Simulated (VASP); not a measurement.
# Be3Hg (Fm-3m) in VASP: a series of runs

Runs on Be3Hg. Level: PBE. Tasks: single point, relaxation of cell and atoms.

Everything below comes from runs of VASP 6.6.1. Logs are shortened: lines on timing, memory, paths and dates and some standing lists are left out, and cuts for length are marked.

## Step 1: The cell of the first run

It takes space group Fm-3m (No. 225, cubic). Conventional cell: a = 5.722 Å, b = 5.722 Å, c = 5.722 Å, α = 90.00°, β = 90.00°, γ = 90.00°. Within 3.3 Å of Be (site symmetry -43m) lie 10 Be at 2.48 to 2.86 Å and 4 Hg at 2.48 Å. Within 3.3 Å of Be (site symmetry m-3m) lie 8 Be at 2.48 Å and 6 Hg at 2.86 Å. Hg (site symmetry m-3m) has 14 Be at 2.48 to 2.86 Å within 3.3 Å.

## Step 2: Single point, PBE

INCAR reads:

```
PREC     = Accurate       # precision mode
ENCUT    = 520            # plane-wave cutoff, eV
EDIFF    = 1E-6           # SCF threshold, eV
ISMEAR   = 0              # smearing method
SIGMA    = 0.1            # smearing width, eV
LREAL    = False          # projectors in reciprocal space
LASPH    = True           # aspherical terms in the spheres
NELM     = 100            # most SCF steps
ALGO     = Normal         # electronic algorithm
ISIF     = 2              # what is computed and relaxed
LWAVE    = False          # write WAVECAR
LCHARG   = True           # write CHGCAR
GGA      = PE             # functional
LELF     = True           # ELF
LVHAR    = True         
NBANDS   = 17             # bands
```

KPOINTS reads:

```
regular mesh
0
Gamma
  14 14 14
```

POSCAR reads:

```
Be3Hg
1.0
    0.0000000000      2.8610876134      2.8610876134
    2.8610876134      0.0000000000      2.8610876134
    2.8610876134      2.8610876134      0.0000000000
Be Hg
3 1
Direct
    0.2500000000      0.2500000000      0.2500000000
    0.7500000000      0.7500000000      0.7500000000
    0.5000000000      0.5000000000      0.5000000000
    0.0000000000      0.0000000000      0.0000000000
```

Potentials or basis: VASP PAW PBE potentials, release 64 (Be, Hg).

Command:

```console
cat potpaw_PBE.64/Be/POTCAR potpaw_PBE.64/Hg/POTCAR > POTCAR
mpirun -np 1 vasp_std > vasp.out
```

OUTCAR:

```text
PREC = Accurate
   ENCUT = 520
   EDIFF = 1E-6
   ISMEAR = 0
   LREAL = False
   LASPH = True
   NELM = 100
   ISIF = 2
   GGA = PE

 ion  position               nearest neighbor table
   1  0.250  0.250  0.250-   4 2.48   4 2.48   4 2.48   4 2.48
   2  0.750  0.750  0.750-   4 2.48   4 2.48   4 2.48   4 2.48
   3  0.500  0.500  0.500-   4 2.86   4 2.86   4 2.86   4 2.86   4 2.86   4 2.86
   4  0.000  0.000  0.000-   2 2.48   2 2.48   1 2.48   1 2.48   2 2.48   1 2.48   2 2.48   1 2.48
                             3 2.86   3 2.86   3 2.86   3 2.86   3 2.86   3 2.86

  LATTYP: Found a face centered cubic cell.
 ALAT       =     5.7221752268

  Lattice vectors:

 A1 = (   0.0000000000,   2.8610876134,   2.8610876134)
 A2 = (   2.8610876134,   0.0000000000,   2.8610876134)
 A3 = (   2.8610876134,   2.8610876134,   0.0000000000)

Analysis of symmetry for initial positions (statically):
=====================================================================
 Subroutine PRICEL returns:
 Original cell was already a primitive cell.

 Routine SETGRP: Setting up the symmetry group for a
 face centered cubic supercell.

 Subroutine GETGRP returns: Found 48 space group operations
 (whereof 48 operations were pure point group operations)
 out of a pool of 48 trial point group operations.

The static configuration has the point symmetry O_h .

Analysis of symmetry for dynamics (positions and initial velocities):
=====================================================================
 Subroutine PRICEL returns:
 Original cell was already a primitive cell.

 Routine SETGRP: Setting up the symmetry group for a
 face centered cubic supercell.

 Subroutine GETGRP returns: Found 48 space group operations
 (whereof 48 operations were pure point group operations)
 out of a pool of 48 trial point group operations.

The dynamic configuration has the point symmetry O_h .

 Subroutine INISYM returns: Found 48 space group operations
 (whereof 48 operations are pure point group operations),
 and found     1 'primitive' translations

----------------------------------------------------------------------------------------

                                     Primitive cell

  volume of cell :      46.8407

  direct lattice vectors                    reciprocal lattice vectors
     0.000000000  2.861087613  2.861087613    -0.174758717  0.174758717  0.174758717
     2.861087613  0.000000000  2.861087613     0.174758717 -0.174758717  0.174758717
     2.861087613  2.861087613  0.000000000     0.174758717  0.174758717 -0.174758717

  length of vectors
     4.046188906  4.046188906  4.046188906     0.302690977  0.302690977  0.302690977

  position of ions in fractional coordinates (direct lattice)
     0.250000000  0.250000000  0.250000000
     0.750000000  0.750000000  0.750000000
     0.500000000  0.500000000  0.500000000
     0.000000000  0.000000000  0.000000000

  ion indices of the primitive-cell ions
   primitive index   ion index
                 1           1
                 2           2
                 3           3
                 4           4

----------------------------------------------------------------------------------------

 KPOINTS: regular mesh

Automatic generation of k-mesh.
 Grid dimensions read from file:
 generate k-points for:   14   14   14

 Generating k-lattice:

  Cartesian coordinates                     Fractional coordinates (reciprocal lattice)
    -0.012482765  0.012482765  0.012482765     0.071428571  0.000000000  0.000000000
     0.012482765 -0.012482765  0.012482765     0.000000000  0.071428571  0.000000000
     0.012482765  0.012482765 -0.012482765     0.000000000  0.000000000  0.071428571

  Length of vectors
     0.021620784  0.021620784  0.021620784

  Shift w.r.t. Gamma in fractional coordinates (k-lattice)
     0.000000000  0.000000000  0.000000000

 Subroutine IBZKPT returns following result:
 ===========================================

 Found    104 irreducible k-points:

 Following reciprocal coordinates:
            Coordinates               Weight
  0.000000  0.000000  0.000000      1.000000
  0.071429  0.000000  0.000000      8.000000
  0.142857  0.000000  0.000000      8.000000
  0.214286  0.000000  0.000000      8.000000
  0.285714  0.000000  0.000000      8.000000
  0.357143  0.000000  0.000000      8.000000
[... 16 lines left out ...]
  0.214286  0.142857  0.000000     24.000000
  0.285714  0.142857  0.000000     24.000000
 [... further k-points ...]
   k-points           NKPTS =    104   k-points in BZ     NKDIM =    104   number of bands    NBANDS=     17
   number of dos      NEDOS =    301   number of ions     NIONS =      4
   total plane-waves  NPLWV =  27000
   dimension x,y,z NGX =    30 NGY =   30 NGZ =   30
   dimension x,y,z NGXF=    60 NGYF=   60 NGZF=   60
   ions per type =               3   1
   NGX,Y,Z   is equivalent  to a cutoff of  12.33, 12.33, 12.33 a.u.
   NGXF,Y,Z  is equivalent  to a cutoff of  24.65, 24.65, 24.65 a.u.
 SYSTEM =  unknown system
   PREC   = accura    normal or accurate (medium, high low for compatibility)
   ISTART =      0    job   : 0-new  1-cont  2-samecut
   ICHARG =      2    charge: 1-file 2-atom 10-const
   ISPIN  =      1    spin polarized calculation?
   LNONCOLLINEAR =      F non collinear calculations
   LSORBIT =      F    spin-orbit coupling
   LASPH  =      T    aspherical Exc in radial PAW
   ENCUT  =  520.0 eV  38.22 Ry    6.18 a.u.   7.52  7.52  7.52*2*pi/ulx,y,z
   NELM   =    100;   NELMIN=  2; NELMDL= -5     # of ELM steps
   EDIFF  = 0.1E-05   stopping-criterion for ELM
   LREAL  =      F    real-space projection
   EDIFFG = 0.1E-04   stopping-criterion for IOM
   NSW    =      0    number of steps for IOM
   IBRION =     -1    ionic relax: 0-MD 1-quasi-New 2-CG
   NFREE  =      0    steps in history (QN), initial steepest desc. (CG)
   ISIF   =      2    stress and relaxation
   ISYM   =      2    0-nonsym 1-usesym 2-fastsym
   POTIM  = 0.5000    time-step for ionic-motion
   TEBEG  =    0.0;   TEEND  =   0.0 temperature during run
   PSTRESS=    0.0 pullay stress
   NELECT =      18.0000    total number of electrons
   NUPDOWN=      -1.0000    fix difference up-down
   EMIN   =  10.00;   EMAX   =-10.00  energy-range for DOS
   EFERMI =   0.00;   METHOD = LEGACY
   ISMEAR =     0;   SIGMA  =   0.10  broadening in eV -4-tet -1-fermi 0-gaus
   EFERMI_NEDOS =   21; number of points for ismear=-14 and -15
   IALGO  =     38    algorithm
   IMIX   =      4    mixing-type and parameters
     AMIX     =   0.40;   BMIX     =  1.00
     AMIX_MAG =   1.60;   BMIX_MAG =  1.00
  volume/ion in A,a.u.               =      11.71        79.02
  Fermi-wavevector in a.u.,A,eV,Ry     =   1.190213  2.249176 19.274092  1.416606
  Thomas-Fermi vector in A             =   2.326302
   LORBIT       =      0    0 simple, 1 ext, 2 COOP (PROOUT), +10 PAW based schemes
   GGA     = PE    functional components
   LHFCALC =     F    Hartree Fock is set to
   AEXX    =    0.0000 exact exchange contribution
   IVDW    =     0    specifies the selected vdW correction
   LEPSILON=     F    determine dielectric tensor
   LRPA    =     F    only Hartree local field effects (RPA)
 non-spin polarized calculation
 Gauss-broadening in eV      SIGMA  =   0.10
  energy-cutoff  :      520.00
  volume of cell :       46.84
 maximum number of plane-waves:      1291
   NGX = 15   NGY = 15   NGZ = 15

 number of electron      18.0000002 magnetization

 Free energy of the ion-electron system (eV)
  ---------------------------------------------------
  ext. energy  EPLUGINS =         0.00000000
  ---------------------------------------------------
  free energy    TOTEN  =        -9.34806476 eV

  energy without entropy =       -9.34367675  energy(sigma->0) =       -9.34587076

 E-fermi :   6.6689     XC(G=0): -10.9482

 val. band max:        6.6641846273   @ k =   0.2143   0.1429   0.0000
 cond. band min:       6.6796344767   @ k =   0.1429   0.0000   0.0000
 fundamental gap:      0.0154498495
 Fermi energy:         6.6688529156

 k-point     1 :       0.0000    0.0000    0.0000
  band No.  band energies     occupation
      1      -5.4161      2.00000
      2      -3.1107      2.00000
      3      -3.1107      2.00000
      4      -3.1107      2.00000
      5      -2.4529      2.00000
      6      -2.4529      2.00000
[... 9 lines left out ...]
     16      10.0774      0.00000
     17      10.7823      0.00000

 k-point     2 :       0.0714    0.0000    0.0000
  band No.  band energies     occupation
      1      -5.3500      2.00000
      2      -3.1143      2.00000
      3      -3.0961      2.00000
      4      -3.0961      2.00000
      5      -2.4616      2.00000
      6      -2.4616      2.00000
[... 9 lines left out ...]
     16      10.3348      0.00000
     17      11.3880      0.00000

 k-point     3 :       0.1429    0.0000    0.0000
  band No.  band energies     occupation
      1      -5.1554      2.00000
      2      -3.1198      2.00000
      3      -3.0585      2.00000
      4      -3.0585      2.00000
      5      -2.4813      2.00000
      6      -2.4813      2.00000
[... 9 lines left out ...]
     16      10.7835      0.00000
     17      12.7699      0.00000

 k-point     4 :       0.2143    0.0000    0.0000
  band No.  band energies     occupation
      1      -4.8458      2.00000
      2      -3.1089      2.00000
      3      -3.0158      2.00000
      4      -3.0158      2.00000
      5      -2.4939      2.00000
      6      -2.4939      2.00000
[... 9 lines left out ...]
     16      11.3164      0.00000
     17      14.2641      0.00000

 k-point     5 :       0.2857    0.0000    0.0000
  band No.  band energies     occupation
      1      -4.4608      2.00000
      2      -3.0366      2.00000
      3      -2.9911      2.00000
      4      -2.9911      2.00000
      5      -2.4792      2.00000
      6      -2.4792      2.00000
[... 9 lines left out ...]
     16      11.9630      0.00000
     17      15.5681      0.00000

 k-point     6 :       0.3571    0.0000    0.0000
  band No.  band energies     occupation
      1      -4.1021      2.00000
      2      -2.9915      2.00000
      3      -2.9915      2.00000
      4      -2.7975      2.00000
      5      -2.4376      2.00000
      6      -2.4376      2.00000
[... 9 lines left out ...]
     16      12.8935      0.00000
     17      16.2357      0.00000

 k-point     7 :       0.4286    0.0000    0.0000
  band No.  band energies     occupation
      1      -3.8972      2.00000
      2      -3.0027      2.00000
      3      -3.0027      2.00000
      4      -2.3944      2.00000
      5      -2.3944      2.00000
      6      -2.2658      2.00000
[... 9 lines left out ...]
     16      14.1126      0.00000
     17      15.5383      0.00000

 k-point     8 :       0.5000    0.0000    0.0000
  band No.  band energies     occupation
      1      -3.8414      2.00000
      2      -3.0084      2.00000
      3      -3.0084      2.00000
      4      -2.3767      2.00000
      5      -2.3767      2.00000
      6      -1.5007      2.00000
[... 9 lines left out ...]
     16      15.3155      0.00000
     17      15.3180      0.00000
[... 203 lines left out ...]
      1      -4.6662      2.00000
      2      -3.1108      2.00000
      3      -2.9949      2.00000
      4      -2.9819      2.00000
      5      -2.5537      2.00000
      6      -2.4352      2.00000
[... 9 lines left out ...]
     16      12.6945      0.00000
     17      14.7954      0.00000

 k-point    20 :      -0.1429    0.0714    0.0000
  band No.  band energies     occupation
      1      -5.0066      2.00000
      2      -3.1281      2.00000
      3      -3.0294      2.00000
      4      -3.0283      2.00000
      5      -2.5341      2.00000
      6      -2.4500      2.00000
[... 9 lines left out ...]
     16      11.9870      0.00000
     17      13.3562      0.00000

 k-point    21 :      -0.0714    0.0714    0.0000
  band No.  band energies     occupation
      1      -5.2410      2.00000
      2      -3.1219      2.00000
      3      -3.0736      2.00000
      4      -3.0700      2.00000
      5      -2.4956      2.00000
      6      -2.4528      2.00000
[... 9 lines left out ...]
     16      11.2162      0.00000
     17      12.0282      0.00000

 k-point    22 :       0.1429    0.1429    0.0000
  band No.  band energies     occupation
      1      -5.0678      2.00000
      2      -3.1475      2.00000
      3      -3.0216      2.00000
      4      -3.0216      2.00000
      5      -2.5709      2.00000
      6      -2.4179      2.00000
[... 9 lines left out ...]
     16      11.8434      0.00000
     17      12.2696      0.00000

 k-point    23 :       0.2143    0.1429    0.0000
  band No.  band energies     occupation
      1      -4.8372      2.00000
      2      -3.1610      2.00000
      3      -2.9726      2.00000
      4      -2.9726      2.00000
      5      -2.6116      2.00000
      6      -2.4053      2.00000
[... 9 lines left out ...]
     16      12.5398      0.00000
     17      13.5525      0.00000

 k-point    24 :       0.2857    0.1429    0.0000
  band No.  band energies     occupation
      1      -4.5032      2.00000
      2      -3.1562      2.00000
      3      -2.9418      2.00000
      4      -2.9287      2.00000
      5      -2.5966      2.00000
      6      -2.3922      2.00000
[... 9 lines left out ...]
     16      13.2551      0.00000
     17      14.9418      0.00000

 [... further k-points ...]
[... 5 lines left out ...]
  --------------------------------------------------------------------------------------
  -------------------------------------------------------------------------------------
  Total        0.0941951      0.0941951      0.0941951     -0.0000000     -0.0000000      0.0000000
  in kB        3.2219247      3.2219247      3.2219247     -0.0000000     -0.0000000      0.0000000
  external PRESSURE =       3.2219247 kB  Pullay stress =       0.0000000 kB

 VOLUME and BASIS-vectors are now :
 -----------------------------------------------------------------------------
  energy-cutoff  :      520.00
  volume of cell :       46.84
      direct lattice vectors                 reciprocal lattice vectors
     0.000000000  2.861087613  2.861087613    -0.174758717  0.174758717  0.174758717
     2.861087613  0.000000000  2.861087613     0.174758717 -0.174758717  0.174758717
     2.861087613  2.861087613  0.000000000     0.174758717  0.174758717 -0.174758717

 POSITION                                       TOTAL-FORCE (eV/Angst)
 -----------------------------------------------------------------------------------
      1.43054      1.43054      1.43054        -0.000000     -0.000000     -0.000000
      4.29163      4.29163      4.29163         0.000000      0.000000      0.000000
      2.86109      2.86109      2.86109        -0.000000      0.000000     -0.000000
      0.00000      0.00000      0.00000        -0.000000      0.000000     -0.000000
 -----------------------------------------------------------------------------------
    total drift:                                0.000000     -0.000000     -0.000000

  FREE ENERGIE OF THE ION-ELECTRON SYSTEM (eV)
  ---------------------------------------------------
  free  energy   TOTEN  =        -9.3480647650 eV

  energy  without entropy=       -9.3436767460  energy(sigma->0) =       -9.34587076
```

It took 85 s on 1 thread of Intel Xeon Platinum 8488C (Sapphire Rapids), shared host; peak memory 0.22 GiB.

Results:

| Item | Value |
| --- | --- |
| Free energy | -9.3481 eV |
| Pressure | 0.3 GPa |
| Band gap on the k mesh | zero (band 9 reaches 7.31 eV, above the bottom of band 10 at 5.83 eV) |

Caveat: spin-orbit coupling is left out, which moves the levels of the heavy elements.

(Continued in part 2 of 2.)
